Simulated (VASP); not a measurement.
Set up this calculation in VASP 6.6.1, as the native input.

```
Task                   : single point
Functional             : PBE
Potentials or basis    : VASP PAW PBE potentials, release 64 (B, N)
Cutoff                 : 520 eV
k mesh                 : 10 × 10 × 2
Occupations            : gaussian, width 0.05 eV
Spin                   : no spin polarisation
Dipole correction      : no
Further INCAR settings : ALGO = Normal; EDIFF = 1e-06; NBANDS = 36
```

The structure of BN lies in POSCAR:

```
BN
1.0
   -2.5539396017      0.0000000000      0.0000000000
   -1.2769698008     -2.2117765748      0.0000000000
    0.0000000000      0.0000000000     13.4305650000
B N
6 6
Direct
    0.6666666667      0.6666666667      0.2162510300
    0.6666666667      0.6666666667      0.5309701055
    0.6666666667      0.6666666667      0.8456891810
    0.3333333333      0.3333333333      0.0588914923
    0.3333333333      0.3333333333      0.3736105678
    0.3333333333      0.3333333333      0.6883296432
    0.6666666667      0.6666666667      0.0984051016
    0.6666666667      0.6666666667      0.4131241771
    0.6666666667      0.6666666667      0.7278432526
    0.3333333333      0.3333333333      0.8852027904
    0.3333333333      0.3333333333      0.2557646394
    0.3333333333      0.3333333333      0.5704837149
```

The input as run:

INCAR

```
PREC = Accurate ; ENCUT = 520
EDIFF = 1E-6 ; ISMEAR = 0
SIGMA = 0.05 ; LREAL = F
LASPH = T ; NELM = 60
ALGO = Normal ; ISIF = 2
LWAVE = F ; LCHARG = F
GGA = PE ; NBANDS = 36
```

KPOINTS

```
regular mesh
0
Gamma
  10 10 2
```

Potentials or basis: VASP PAW PBE potentials, release 64 (B, N).

Launch:

```console
$ cat potpaw_PBE.64/B/POTCAR potpaw_PBE.64/N/POTCAR > POTCAR
$ mpirun -np 1 vasp_std > vasp.out
```

Results of the run:

```json
{
  "Pressure": "-6.2 GPa",
  "Largest force": "2.614 eV/Å",
  "Band gap on the k mesh": "2.35 eV, indirect (least direct gap 2.87 eV)"
}
```

Caveat: forces of over 1 eV/Å act on the atoms, so gaps and moduli don't describe the material at rest.

Wall time 38 s on 1 thread of Intel(R) Xeon(R) 6975P-C (Granite Rapids), with other jobs on the host, peak memory 0.21 GiB.
